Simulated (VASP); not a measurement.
# TiRh3 (Pm-3m) in VASP: a series of runs, part 2 of 2

VASP 6.6.1. Earlier steps stand in the parts before.

**4. Single point, LDA**

This run uses another cell than the first one, of 13.40 Å³/atom.

The input, INCAR:

```
PREC = Accurate ; ENCUT = 520
EDIFF = 1E-6 ; ISMEAR = 1
SIGMA = 0.1 ; LREAL = F
LASPH = T ; NELM = 100
ALGO = Normal ; ISIF = 2
LWAVE = F ; LCHARG = F
GGA = CA ; NBANDS = 36
```

The input, KPOINTS:

```
Automatic mesh
0
Gamma
  12 12 12
```

The input, POSCAR:

```
TiRh3
1.0
    3.7702037630      0.0000000000      0.0000000000
    0.0000000000      3.7702037630      0.0000000000
    0.0000000000      0.0000000000      3.7702037630
Ti Rh
1 3
Direct
    0.0000000000      0.0000000000      0.0000000000
    0.0000000000      0.5000000000      0.5000000000
    0.5000000000      0.0000000000      0.5000000000
    0.5000000000      0.5000000000      0.0000000000
```

Potentials or basis: VASP PAW LDA potentials, release 64 (Ti_sv, Rh_pv).

Started as:

```
$ cat potpaw_LDA.64/Ti_sv/POTCAR potpaw_LDA.64/Rh_pv/POTCAR > POTCAR
$ mpirun -np 1 vasp_std > vasp.out
```

OUTCAR:

```text
PREC = Accurate
   ENCUT = 520
   EDIFF = 1E-6
   ISMEAR = 1
   LREAL = F
   LASPH = T
   NELM = 100
   ISIF = 2
   GGA = CA

 ion  position               nearest neighbor table
   1  0.000  0.000  0.000-   2 2.67   3 2.67   4 2.67   2 2.67   3 2.67   2 2.67   4 2.67   2 2.67
                             3 2.67   4 2.67   3 2.67   4 2.67
   2  0.000  0.500  0.500-   1 2.67   3 2.67   4 2.67   1 2.67   4 2.67   1 2.67   3 2.67   1 2.67
                             3 2.67   4 2.67   4 2.67   3 2.67
   3  0.500  0.000  0.500-   1 2.67   2 2.67   4 2.67   1 2.67   4 2.67   2 2.67   4 2.67   4 2.67
                             1 2.67   2 2.67   1 2.67   2 2.67
   4  0.500  0.500  0.000-   1 2.67   2 2.67   3 2.67   2 2.67   3 2.67   1 2.67   3 2.67   3 2.67
                             1 2.67   2 2.67   2 2.67   1 2.67

  LATTYP: Found a simple cubic cell.
 ALAT       =     3.7702037630

  Lattice vectors:

 A1 = (   3.7702037630,   0.0000000000,   0.0000000000)
 A2 = (   0.0000000000,   3.7702037630,   0.0000000000)
 A3 = (   0.0000000000,   0.0000000000,   3.7702037630)

Analysis of symmetry for initial positions (statically):
=====================================================================
 Subroutine PRICEL returns:
 Original cell was already a primitive cell.

 Routine SETGRP: Setting up the symmetry group for a
 simple cubic supercell.

 Subroutine GETGRP returns: Found 48 space group operations
 (whereof 48 operations were pure point group operations)
 out of a pool of 48 trial point group operations.

The static configuration has the point symmetry O_h .

Analysis of symmetry for dynamics (positions and initial velocities):
=====================================================================
 Subroutine PRICEL returns:
 Original cell was already a primitive cell.

 Routine SETGRP: Setting up the symmetry group for a
 simple cubic supercell.

 Subroutine GETGRP returns: Found 48 space group operations
[... 119 lines left out ...]
   NUPDOWN=      -1.0000    fix difference up-down
   EMIN   =  10.00;   EMAX   =-10.00  energy-range for DOS
   EFERMI =   0.00;   METHOD = LEGACY
   ISMEAR =     1;   SIGMA  =   0.10  broadening in eV -4-tet -1-fermi 0-gaus
   EFERMI_NEDOS =   21; number of points for ismear=-14 and -15
   IALGO  =     38    algorithm
   IMIX   =      4    mixing-type and parameters
     AMIX     =   0.40;   BMIX     =  1.00
     AMIX_MAG =   1.60;   BMIX_MAG =  1.00
  volume/ion in A,a.u.               =      13.40        90.41
  Fermi-wavevector in a.u.,A,eV,Ry     =   1.671097  3.157915 37.995150  2.792565
  Thomas-Fermi vector in A             =   2.756479
   LORBIT       =      0    0 simple, 1 ext, 2 COOP (PROOUT), +10 PAW based schemes
   GGA     = CA    functional components
   LHFCALC =     F    Hartree Fock is set to
   AEXX    =    0.0000 exact exchange contribution
   IVDW    =     0    specifies the selected vdW correction
   LEPSILON=     F    determine dielectric tensor
   LRPA    =     F    only Hartree local field effects (RPA)
 non-spin polarized calculation
 Methfessel and Paxton  Order N= 1 SIGMA  =   0.10
  energy-cutoff  :      520.00
  volume of cell :       53.59
 maximum number of plane-waves:      1472
   NGX = 15   NGY = 15   NGZ = 15

 number of electron      57.0000024 magnetization

 Free energy of the ion-electron system (eV)
  ---------------------------------------------------
  ext. energy  EPLUGINS =         0.00000000
  ---------------------------------------------------
  free energy    TOTEN  =       -37.20555566 eV

  energy without entropy =      -37.20637901  energy(sigma->0) =      -37.20583011

 E-fermi :  11.6883     XC(G=0): -14.1608

 val. band max:       11.6862958572   @ k =   0.3333   0.2500   0.1667
 cond. band min:      11.6896101917   @ k =   0.1667   0.0833   0.0000
 fundamental gap:      0.0033143345
 Fermi energy:        11.6883212380

 k-point     1 :       0.0000    0.0000    0.0000
  band No.  band energies     occupation
      1     -44.4644      2.00000
      2     -34.7498      2.00000
      3     -34.7498      2.00000
      4     -34.7498      2.00000
      5     -34.4155      2.00000
      6     -34.4155      2.00000
[... 925 lines left out ...]
     35      15.0900      0.00000
     36      17.0459      0.00000

 [... further k-points ...]
[... 5 lines left out ...]
  --------------------------------------------------------------------------------------
  -------------------------------------------------------------------------------------
  Total        0.2741840      0.2741840      0.2741840      0.0000000      0.0000000      0.0000000
  in kB        8.1970630      8.1970630      8.1970630      0.0000000      0.0000000      0.0000000
  external PRESSURE =       8.1970630 kB  Pullay stress =       0.0000000 kB

 VOLUME and BASIS-vectors are now :
 -----------------------------------------------------------------------------
  energy-cutoff  :      520.00
  volume of cell :       53.59
      direct lattice vectors                 reciprocal lattice vectors
     3.770203763  0.000000000  0.000000000     0.265237654  0.000000000  0.000000000
     0.000000000  3.770203763  0.000000000     0.000000000  0.265237654  0.000000000
     0.000000000  0.000000000  3.770203763     0.000000000  0.000000000  0.265237654

 POSITION                                       TOTAL-FORCE (eV/Angst)
 -----------------------------------------------------------------------------------
      0.00000      0.00000      0.00000         0.000000      0.000000      0.000000
      0.00000      1.88510      1.88510         0.000000      0.000000      0.000000
      1.88510      0.00000      1.88510         0.000000      0.000000      0.000000
      1.88510      1.88510      0.00000         0.000000      0.000000      0.000000
 -----------------------------------------------------------------------------------
    total drift:                                0.000000      0.000000      0.000000

  FREE ENERGIE OF THE ION-ELECTRON SYSTEM (eV)
  ---------------------------------------------------
  free  energy   TOTEN  =       -37.2055556584 eV

  energy  without entropy=      -37.2063790145  energy(sigma->0) =      -37.20583011
```

stdout:

```text
POSCAR found type information on POSCAR TiRh
 POSCAR found :  2 types and       4 ions
 scaLAPACK will be used
 LDA part: xc-table for (Slater(with rela. corr.)+CA(PZ))
 , standard interpolation
 POSCAR, INCAR and KPOINTS ok, starting setup
 FFT: planning ... GRIDC
 FFT: planning ... GRID_SOFT
 FFT: planning ... GRID
 WAVECAR not read
 entering main loop
```

Run time: 2.9 min. Hardware: 1 thread of Intel Xeon 8259CL, shared host; peak memory 0.24 GiB.

Results:

```
Free energy            : -37.2056 eV
Pressure               : 0.8 GPa
Band gap on the k mesh : zero (an odd number of electrons rules out a gap without spin polarisation)
```

**5. Single point, LDA**

This run uses another cell than the first one, of 13.67 Å³/atom.

The input, INCAR:

```
SYSTEM = TiRh3
PREC     = Accurate       ! precision mode
ENCUT    = 520            ! plane-wave cutoff, eV
EDIFF    = 1E-7           ! SCF threshold, eV
ISMEAR   = 1              ! smearing method
SIGMA    = 0.1            ! smearing width, eV
LREAL    = .False.        ! projectors in reciprocal space
LASPH    = .True.         ! aspherical terms in the spheres
NELM     = 100            ! most SCF steps
ALGO     = Normal         ! electronic algorithm
ISIF     = 2              ! what is computed and relaxed
LWAVE    = .False.        ! write WAVECAR
LCHARG   = .True.         ! write CHGCAR
LELF     = .True.         ! ELF
LVHAR    = .True.       
NBANDS   = 36             ! bands
```

The input, KPOINTS:

```
Automatic mesh
0
Gamma
  12 12 12
  0 0 0
```

The input, POSCAR:

```
TiRh3
1.0
    3.7951727275      0.0000000000      0.0000000000
    0.0000000000      3.7951727275      0.0000000000
    0.0000000000      0.0000000000      3.7951727275
Ti Rh
1 3
Direct
    0.0000000000      0.0000000000      0.0000000000
    0.0000000000      0.5000000000      0.5000000000
    0.5000000000      0.0000000000      0.5000000000
    0.5000000000      0.5000000000      0.0000000000
```

Started as:

```
$ cat potpaw_LDA.64/Ti_sv/POTCAR potpaw_LDA.64/Rh_pv/POTCAR > POTCAR
$ mpirun -np 1 vasp_std > vasp.out
```

Wall time 4.1 min (1 thread of Intel Xeon 8259CL, shared host); peak memory 0.25 GiB.

It converged, with:

* Free energy: -37.1936 eV
* Pressure: -4.5 GPa
* Band gap on the k mesh: zero (an odd number of electrons rules out a gap without spin polarisation)

Levels at points of the mesh, in eV from the Fermi level:
| k point | band 27 | band 28 | band 29 | band 30 | band 31 | band 32 |
| --- | --- | --- | --- | --- | --- | --- |
| (0.00, 0.00, 0.00) | 1.36 | 1.36 | 1.36 | 2.74 | 2.74 | 3.42 |
| (0.50, 0.00, 0.00) | -1.13 | -0.93 | 0.12 | 1.08 | 1.08 | 1.37 |
| (0.50, 0.50, 0.00) | -1.55 | -1.18 | -0.78 | -0.75 | 1.48 | 1.48 |
| (0.50, 0.50, 0.50) | 0.92 | 0.92 | 1.02 | 1.15 | 1.15 | 1.15 |

Caveat: the cell stands under tension.

**6. The runs side by side**

```tsv
cell	gap on the mesh (eV)	pressure (GPa)
a = 3.745 Å, 4 atoms	none	6.8
a = 3.770 Å, 4 atoms	none	0.8
a = 3.795 Å, 4 atoms	none	-4.5
```

Alike in all rows: task single point; level LDA; potentials or basis VASP PAW LDA potentials, release 64 (Ti_sv, Rh_pv); no spin polarisation; k mesh 12 × 12 × 12; cutoff (eV) 520; smearing methfessel-paxton 0.1 eV.

Caveats: the cell stands under pressure (at least some runs); the cell stands under tension (at least some runs).

Total energies depend on the potentials used, so only differences within one code and one set of settings carry meaning.
